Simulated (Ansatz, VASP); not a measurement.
**Two plane-wave programs on Si3Sb2Te**

```xyz
6
Lattice="5.2400 0.0000 0.0000 0.0000 8.0469 0.0000 0.0000 0.0000 4.8087" Properties=species:S:1:pos:R:3 pbc="T T T"
Si    3.7953    4.0234    2.2748
Si    1.4447    4.0234    2.2748
Si    0.0000    0.0000    4.2954
Sb    0.0000    1.6884    2.2079
Sb    0.0000    6.3584    2.2079
Te    0.0000    4.0234    4.6818
```

Alike in both runs: functional PBE; k mesh 3 × 3 × 4; occupations gaussian, width 0.2 eV; no spin polarisation.

Ansatz relaxed the structure, and its values are those at the end. VASP's run is a single point on that final structure, the one shown.

|  | VASP | Ansatz |
| --- | --- | --- |
| version | VASP 6.6.1 | Ansatz 0.2.0 |
| potentials or method | VASP PAW PBE potentials, release 64 (Si, Sb, Te), cutoff 500 eV | scalar-relativistic, plane waves, PAW |
| valence electrons in the cell | 28 | 58 |

Ansatz gave:

| Item | Value |
| --- | --- |
| gap on the k mesh at the Fermi level (eV) | none |
| pressure (GPa) | 0.1 |
| rms of the force components (eV/Å) | 0.025 |

Task: Which values does VASP return?

Result: gap on the k mesh at the Fermi level (eV): none; pressure (GPa): 0.1; rms of the force components (eV/Å): 0.024.

A gap of «none» marks a metal or a gap that the smearing closes. VASP's potentials hold 28 valence electrons a cell and Ansatz's 58, so a difference there can come from the potentials and not from the codes.

The k mesh is coarse, so the values compare programs but aren't converged. Neither program's run includes spin-orbit coupling.
